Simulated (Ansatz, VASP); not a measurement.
Ga2As2C: VASP beside Ansatz

```
As Ga C
1.0
     4.06296    0.00000    0.00000
     0.00000    4.06296    0.00000
     0.00000    0.00000   21.39050
As Ga C
2 2 1
Direct
  0.00000 0.50000 0.18700
  0.50000 0.00000 0.32648
  0.50000 0.50000 0.25415
  0.00000 0.00000 0.39225
  0.16667 0.00000 0.46846
```

Alike in both runs: task single point; functional PBE; k mesh 7 × 7 × 1; occupations gaussian, width 0.05 eV; collinear spin.

```csv
,VASP,Ansatz
version,VASP 6.6.1,Ansatz 0.2.0
potentials or method,"VASP PAW PBE potentials, release 64 (As, Ga_d, C), cutoff 520 eV","scalar-relativistic, plane waves, PAW"
valence electrons in the cell,40,60
```

|  | VASP | Ansatz | Ansatz less VASP |
| --- | --- | --- | --- |
| gap on the k mesh at the Fermi level (eV) | none | none | - |
| rms of the force components (eV/Å) | 1.273 | 1.304 | +0.0308 |
| net moment per atom (μB) | 0.30 | 0.30 | +0.003 |
| size of the moment on the site where the two differ most (μB) | 0.13 | 0.03 | -0.102 |

Site moments also hang on the region over which each program counts them. A gap of «none» marks a metal or a gap that the smearing closes. With one functional, cell and mesh, what is left measures potentials, basis and numerics. VASP's potentials hold 40 valence electrons a cell and Ansatz's 60, so a difference there can come from the potentials and not from the codes.
